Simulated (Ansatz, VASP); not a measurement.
One calculation of Ag, two programs

Contents of INCAR:

```
ALGO = Normal
EDIFF = 1E-6
ENCUT = 520
GGA = PE
ISIF = 2
ISMEAR = 0
LASPH = T
LCHARG = F
LREAL = F
LWAVE = F
NBANDS = 12
NELM = 100
PREC = Accurate
SIGMA = 0.15
```

The input KPOINTS:

```
k-points
0
Gamma
  14 14 14
```

The input POSCAR:

```
Ag
1.0
    0.0000000000      2.0735956988      2.0735956988
    2.0735956988      0.0000000000      2.0735956988
    2.0735956988      2.0735956988      0.0000000000
Ag
1
Direct
    0.0000000000      0.0000000000      0.0000000000
```

Input for Ansatz:

```yaml
crystal:
  lattice:
    - [0.0, 2.0735956994, 2.0735956994]
    - [2.0735956994, 0.0, 2.0735956994]
    - [2.0735956994, 2.0735956994, 0.0]
  atoms:
    - { symbol: Ag, position: [0.0, 0.0, 0.0] }
basis:
  ecutwfc: 420
kpoints:
  mp_grid: { grid: [14, 14, 14] }
hamiltonian:
  xc: pbe
scf:
  occupations: { method: gaussian, width: 0.15 }
output:
  forces: true
  stress: true
  eigenvalues: true
  write_density: true
  write_potential: true
  elf: true
  volumetric_format: npy
```

Alike in both runs: task single point; functional PBE; k mesh 14 × 14 × 14; occupations gaussian, width 0.15 eV; no spin polarisation.

```csv
,VASP,Ansatz
version,VASP 6.6.1,Ansatz 0.2.0
potentials or method,"VASP PAW PBE potentials, release 64 (Ag), cutoff 520 eV","scalar-relativistic, plane waves, PAW"
valence electrons in the cell,11,19
```

Ansatz gave:

```
gap on the k mesh at the Fermi level (eV) : none
pressure (GPa)                            : 0.1
```

Question: What did VASP give for the same quantities?

Answer: gap on the k mesh at the Fermi level (eV): none; pressure (GPa): -0.1.

A gap of «none» marks a metal or a gap that the smearing closes. VASP's potentials hold 11 valence electrons a cell and Ansatz's 19, so a difference there can come from the potentials and not from the codes.
